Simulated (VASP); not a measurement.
# WS2 (Tungstenite) (R3m) in VASP: notebook, part 2 of 2

VASP 6.6.1.

### Step 3. Single point, PBEsol

File INCAR:

```
SYSTEM = WS2
ALGO     = Normal         ! electronic algorithm
EDIFF    = 1E-7           ! SCF threshold, eV
ENCUT    = 520            ! plane-wave cutoff, eV
GGA      = PS             ! functional
ISIF     = 2              ! what is computed and relaxed
ISMEAR   = -1             ! smearing method
LASPH    = .TRUE.         ! aspherical terms in the spheres
LCHARG   = .FALSE.        ! write CHGCAR
LREAL    = .FALSE.        ! projectors in reciprocal space
LWAVE    = .FALSE.        ! write WAVECAR
NBANDS   = 20             ! bands
NELM     = 60             ! most SCF steps
PREC     = Accurate       ! precision mode
SIGMA    = 0.05           ! smearing width, eV
```

File KPOINTS:

```
k-points
0
G
  8 8 8
  0 0 0
```

File POSCAR:

```
WS2
1.0
    1.5790000000      0.9116360751      6.1633333333
   -1.5790000000      0.9116360751      6.1633333333
    0.0000000000     -1.8232721501      6.1633333333
W S
1 2
Direct
    0.0000000000      0.0000000000      0.0000000000
    0.5810000000      0.5810000000      0.5810000000
    0.7503000000      0.7503000000      0.7503000000
```

Potentials or basis: VASP PAW PBE potentials, release 64 (W_sv, S).

On the command line:

```console
cat potpaw_PBE.64/W_sv/POTCAR potpaw_PBE.64/S/POTCAR > POTCAR
mpirun -np 1 vasp_std > vasp.out
```

OUTCAR:

```text
SYSTEM = WS2
   EDIFF = 1E-7
   ENCUT = 520
   GGA = PS
   ISIF = 2
   ISMEAR = -1
   LASPH = .TRUE.
   LREAL = .FALSE.
   NELM = 60
   PREC = Accurate

 ion  position               nearest neighbor table
   1  0.000  0.000  0.000-   3 2.39   3 2.39   3 2.39   2 2.42   2 2.42   2 2.42
   2  0.581  0.581  0.581-   1 2.42   1 2.42   1 2.42
   3  0.750  0.750  0.750-   1 2.39   1 2.39   1 2.39

  LATTYP: Found a trigonal (rhomboedric) cell.
 ALAT       =     6.4273633094
 COS(alpha) =     0.8792940837

  Lattice vectors:

 A1 = (   1.5790000000,   0.9116360751,   6.1633333333)
 A2 = (  -1.5790000000,   0.9116360751,   6.1633333333)
 A3 = (   0.0000000000,  -1.8232721501,   6.1633333333)

Analysis of symmetry for initial positions (statically):
=====================================================================
 Subroutine PRICEL returns:
 Original cell was already a primitive cell.

 Routine SETGRP: Setting up the symmetry group for a
 trigonal (rhombohedral) supercell.

 Subroutine GETGRP returns: Found  6 space group operations
 (whereof  6 operations were pure point group operations)
[... 158 lines left out ...]
  ---------------------------------------------------
  ext. energy  EPLUGINS =         0.00000000
  ---------------------------------------------------
  free energy    TOTEN  =       -25.26320635 eV

  energy without entropy =      -25.26320603  energy(sigma->0) =      -25.26320619

 E-fermi :   7.9024     XC(G=0): -11.1156

 val. band max:        7.4014595956   @ k =   0.5000   0.5000   0.5000
 cond. band min:       8.5397519182   @ k =  -0.2500   0.1250   0.0000
 fundamental gap:      1.1382923226
 Fermi energy:         7.9024029043

 k-point     1 :       0.0000    0.0000    0.0000
  band No.  band energies     occupation
      1     -67.1913      2.00000
      2     -31.4609      2.00000
      3     -31.2786      2.00000
      4     -31.2786      2.00000
      5      -8.2558      2.00000
      6      -6.2415      2.00000
[... 541 lines left out ...]
     19      15.7097      0.00000
     20      15.9867      0.00000

 [... further k-points ...]
[... 5 lines left out ...]
  --------------------------------------------------------------------------------------
  -------------------------------------------------------------------------------------
  Total       -0.2875377     -0.2875377      0.0709877      0.0000000      0.0000000     -0.0000000
  in kB       -8.6543578     -8.6543578      2.1365985      0.0000000      0.0000000     -0.0000000
  external PRESSURE =      -5.0573723 kB  Pullay stress =       0.0000000 kB

 VOLUME and BASIS-vectors are now :
 -----------------------------------------------------------------------------
  energy-cutoff  :      520.00
  volume of cell :       53.23
      direct lattice vectors                 reciprocal lattice vectors
     1.579000000  0.911636075  6.163333333     0.316656111  0.182821491  0.054083288
    -1.579000000  0.911636075  6.163333333    -0.316656111  0.182821491  0.054083288
     0.000000000 -1.823272150  6.163333333     0.000000000 -0.365642982  0.054083288

 POSITION                                       TOTAL-FORCE (eV/Angst)
 -----------------------------------------------------------------------------------
      0.00000      0.00000      0.00000         0.000000     -0.000000     -0.601719
      0.00000      0.00000     10.74269         0.000000      0.000000      0.348862
      0.00000      0.00000     13.87305         0.000000      0.000000      0.252857
 -----------------------------------------------------------------------------------
    total drift:                                0.000000     -0.000000      0.000000

  FREE ENERGIE OF THE ION-ELECTRON SYSTEM (eV)
  ---------------------------------------------------
  free  energy   TOTEN  =       -25.2632063471 eV

  energy  without entropy=      -25.2632060310  energy(sigma->0) =      -25.26320619
```

stdout:

```text
POSCAR found type information on POSCAR W S
 POSCAR found :  2 types and       3 ions
 scaLAPACK will be used
 -----------------------------------------------------------------------------
|                                                                             |
|                                                                             |
|     You enforced a specific xc type in the INCAR file but a different       |
|     I HOPE YOU KNOW WHAT YOU ARE DOING!                                     |
|                                                                             |
 -----------------------------------------------------------------------------

 LDA part: xc-table for (Slater+PW92), standard interpolation
 POSCAR, INCAR and KPOINTS ok, starting setup
 FFT: planning ... GRIDC
 FFT: planning ... GRID_SOFT
 FFT: planning ... GRID
 WAVECAR not read
 entering main loop
```

Run time: 2.5 min. Hardware: 1 thread of Intel Xeon Platinum 8259CL at 2.50GHz (Skylake/Cascade Lake), shared host; peak memory 0.34 GiB.

What came out:

```yaml
Free_energy: -25.2632 eV
Pressure: -0.5 GPa
Largest_force: 0.602 eV/Å
Band_gap_on_the_k_mesh: 1.14 eV, indirect (least direct gap 2.31 eV)
```

Forces in eV/Å, atoms in the order of the input:
```
W    0.000  0.000 -0.602
S    0.000  0.000  0.349
S    0.000  0.000  0.253
```

Stress tensor (GPa, compression positive):
```
-0.87  0.00  0.00
 0.00 -0.87  0.00
 0.00  0.00  0.21
```

Levels at points of the mesh, in eV from the valence-band top:
```csv
k point,band 9,band 10,band 11,band 12,band 13,band 14,band 15,band 16,band 17,band 18
"(0.00, 0.00, 0.00)",-3.54,-2.28,-2.28,-1.57,-1.23,2.19,2.19,2.55,2.55,4.65
"(0.50, 0.00, 0.00)",-5.33,-4.16,-2.58,-1.80,-1.74,2.30,2.59,3.60,3.88,4.34
"(0.50, 0.50, 0.00)",-5.03,-4.08,-3.19,-2.00,-1.56,2.25,2.70,3.20,4.39,4.93
"(0.50, 0.50, 0.50)",-3.56,-3.56,-2.25,-2.25,0.00,2.31,2.31,2.39,2.39,4.88
```

Caveat: the PAW data sets were made with another functional, which shifts forces and pressure a little; spin-orbit coupling is left out, which moves the levels of the heavy elements.

### Step 4. Single point, PBEsol, non-collinear spin, zero start, spin-orbit coupling

File INCAR:

```
PREC = Accurate
ENCUT = 520
EDIFF = 1E-7
ISMEAR = -1
SIGMA = 0.05
LREAL = False
LASPH = True
NELM = 150
ALGO = Normal
ISIF = 2
LWAVE = False
LCHARG = False
MAGMOM = 0 0 0 0 0 0 0 0 0
LORBIT = 11
LSORBIT = True
GGA_COMPAT = False
LORBMOM = True
LMAXMIX = 4
GGA = PS
NBANDS = 39
```

File KPOINTS:

```
regular mesh
0
Gamma
  8 8 8
```

POSCAR is that of step 3.

On the command line:

```console
cat potpaw_PBE.64/W_sv/POTCAR potpaw_PBE.64/S/POTCAR > POTCAR
mpirun -np 1 vasp_ncl > vasp.out
```

It took 25 min on 1 thread of Intel Xeon Platinum 8259CL at 2.50GHz (Skylake/Cascade Lake), shared host; peak memory 0.9 GiB.

The run converged. Its results:

- Free energy: -26.0223 eV
- Pressure: -0.3 GPa
- Largest force: 0.598 eV/Å
- Net moment: 0.00 μB per cell
- Valence electrons inside the program's atomic spheres: W 12.08; S 3.69, 3.71

Forces on the atoms (eV/Å):
```
W    0.000  0.000 -0.598
S    0.000  0.000  0.322
S    0.000  0.000  0.276
```

Stress tensor (GPa, compression positive):
```
-0.60  0.00  0.00
 0.00 -0.60  0.00
 0.00  0.00  0.42
```

Moments on the atoms (μB; x, y, z):
```
W   0.00 0.00 0.00
S   0.00 0.00 0.00
S   0.00 0.00 0.00
```

Caveat: the PAW data sets were made with another functional, which shifts forces and pressure a little.

### Step 5. The runs side by side

| level | spin | k mesh | cutoff (eV) | smearing | gap on the mesh (eV) | pressure (GPa) | largest force (eV/Å) |
| --- | --- | --- | --- | --- | --- | --- | --- |
| PBE | off | 4 × 4 × 4 | 500 | fermi-dirac 0.04 eV | 1.38 | 4.1 | 0.60 |
| PBEsol | off | 8 × 8 × 8 | 520 | fermi-dirac 0.05 eV | 1.14 | -0.5 | 0.60 |
| PBEsol | non-collinear, zero start, SOC | 8 × 8 × 8 | 520 | fermi-dirac 0.05 eV | - | -0.3 | 0.60 |

Alike in all rows: task single point; potentials or basis VASP PAW PBE potentials, release 64 (W_sv, S); cell as given.

Caveats: some runs use coarse meshes; spin-orbit coupling is left out, which moves the levels of the heavy elements (some runs); the PAW data sets were made with another functional, which shifts forces and pressure a little (some runs).

Absolute energies hang on the potentials; compare differences alone.
